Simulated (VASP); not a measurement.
A run of VASP 6.6.1:

File INCAR:

```
SYSTEM = ZnAu
PREC     = Accurate       ! precision mode
ENCUT    = 520            ! plane-wave cutoff, eV
EDIFF    = 1E-6           ! SCF threshold, eV
ISMEAR   = 0              ! smearing method
SIGMA    = 0.1            ! smearing width, eV
LREAL    = .False.        ! projectors in reciprocal space
LASPH    = .True.         ! aspherical terms in the spheres
NELM     = 80             ! most SCF steps
ALGO     = Normal         ! electronic algorithm
ISIF     = 2              ! what is computed and relaxed
LWAVE    = .False.        ! write WAVECAR
LCHARG   = .False.        ! write CHGCAR
GGA      = PS             ! functional
IVDW     = 12             ! dispersion correction
NBANDS   = 18             ! bands
```

The input KPOINTS:

```
Automatic mesh
0
Gamma
  1 1 1
  0 0 0
```

Contents of POSCAR:

```
ZnAu
1.0
    3.1274232974      0.0370884499      0.0126713035
    0.0370884499      3.1582890939     -0.0097180545
    0.0126713035     -0.0097180545      3.1798517036
Zn Au
1 1
Direct
    0.5000000000      0.5000000000      0.5000000000
    0.0000000000      0.0000000000      0.0000000000
```

Potentials or basis: VASP PAW PBE potentials, release 64 (Zn, Au).

The run is started by

```console
$ cat potpaw_PBE.64/Zn/POTCAR potpaw_PBE.64/Au/POTCAR > POTCAR
$ mpirun -np 1 vasp_gam > vasp.out
```

Hardware: 1 thread of AMD EPYC 7R13 Processor (Zen 3), with other jobs on the host.

How long does it take, and how much memory?

Run time: 2.6 s on 1 thread of AMD EPYC 7R13 Processor (Zen 3), with other jobs on the host, peak memory 0.11 GiB. Counts: scf iterations 12, k points 1.
